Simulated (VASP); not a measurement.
Write the native input for VASP 6.6.1 that does the following.

```yaml
Task: single point
Functional: PBE
Potentials_or_basis: VASP PAW PBE potentials, release 64 (O, H, C)
Cutoff: 520 eV
k_mesh: 1 × 1 × 1
Occupations: fermi-dirac, width 0.05 eV
Spin: no spin polarisation
Dipole_correction: no
Further_INCAR_settings: LREAL = Auto; ALGO = Normal; EDIFF = 1e-06; NBANDS = 39
```

The structure of H10CO6 lies in POSCAR:

```
H10CO6
1.0
    6.1962860000      0.0000000000      0.0000000000
    0.0000000000      6.1962860000      0.0000000000
    0.0000000000      0.0000000000      6.1962860000
O H C
6 10 1
Direct
    0.1710702185      0.4249965221      0.8845944167
    0.7511273689      0.4539977658      0.4279499042
    0.1073546315      0.0176880150      0.6652533469
    0.3409461732      0.6476298867      0.5594803080
    0.8396642763     -0.0919098957      0.9579770850
    0.6622515488      0.1912758707      0.8298035307
    0.2652718096      0.5213768377      0.7948632455
    0.0586157579      0.5272351857      0.9405150117
    0.6963848990      0.3367662500      0.5206344575
    0.8900492973      0.5028173328      0.4826278193
    0.1532046778      0.1454096857      0.7578894841
    0.1135196148      0.0636187548      0.5202794061
    0.4864042751      0.6368653739      0.4741872793
    0.3234195452      0.8010766449      0.5774426810
    0.9145639824     -0.0414925973      0.8164891033
    0.6275694828      0.0834693557      1.1401507290
    0.6992414488      0.0629893456      0.9795868041
```

These files were run (other wordings do the same):

INCAR

```
SYSTEM = H10CO6
ALGO = Normal
EDIFF = 1E-6
ENCUT = 520
GGA = PE
ISIF = 2
ISMEAR = -1
LASPH = .True.
LCHARG = .False.
LREAL = Auto
LWAVE = .False.
NBANDS = 39
NELM = 80
PREC = Accurate
SIGMA = 0.05
```

KPOINTS

```
k-points
0
Gamma
  1 1 1
  0 0 0
```

Potentials or basis: VASP PAW PBE potentials, release 64 (O, H, C).

Launch:

```sh
$ cat potpaw_PBE.64/O/POTCAR potpaw_PBE.64/H/POTCAR potpaw_PBE.64/C/POTCAR > POTCAR
$ mpirun -np 1 vasp_gam > vasp.out
```

Results of the run:

| Item | Value |
| --- | --- |
| Pressure | -0.7 GPa |
| Largest force | 2.943 eV/Å |
| Band gap on the k mesh | 4.51 eV |

Caveat: the k points lie up to 1.01 Å⁻¹ apart.

Run time: 16 s on 1 thread of Intel(R) Xeon(R) Platinum 8488C (Sapphire Rapids), on a shared host, peak memory 0.3 GiB.
